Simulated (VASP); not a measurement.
Set up this calculation in VASP 6.6.1, as the native input.

- Task: single point
- Functional: PBE
- Potentials or basis: VASP PAW PBE potentials, release 64 (Al, N)
- Cutoff: 600 eV
- k mesh: 8 × 8 × 8
- Occupations: gaussian, width 0.1 eV
- Spin: no spin polarisation
- Dipole correction: no
- Further INCAR settings: ALGO = Normal; EDIFF = 1e-06; NBANDS = 11

The structure of AlN (o.bB) lies in POSCAR:

```
AlN
1.0
    0.0000000000      2.1900000000      2.1900000000
    2.1900000000      0.0000000000      2.1900000000
    2.1900000000      2.1900000000      0.0000000000
Al N
1 1
Direct
    0.0000000000      0.0000000000      0.0000000000
    0.2500000000      0.2500000000      0.2500000000
```

The input as run:

INCAR

```
PREC = Accurate
ENCUT = 600
EDIFF = 1E-6
ISMEAR = 0
SIGMA = 0.1
LREAL = F
LASPH = T
NELM = 120
ALGO = Normal
ISIF = 2
LWAVE = F
LCHARG = F
GGA = PE
NBANDS = 11
GGA_COMPAT = F
```

KPOINTS

```
regular mesh
0
Gamma
  8 8 8
```

Potentials or basis: VASP PAW PBE potentials, release 64 (Al, N).

Run with:

```sh
$ cat potpaw_PBE.64/Al/POTCAR potpaw_PBE.64/N/POTCAR > POTCAR
$ mpirun -np 1 vasp_std > vasp.out
```

It gave:

```json
{
 "Pressure": "2.7 GPa",
 "Band gap on the k mesh": "3.31 eV, indirect (least direct gap 4.12 eV)"
}
```

Run time: 10 s on 1 thread of Intel Xeon 6975P-C, on a shared host, peak memory 0.15 GiB.
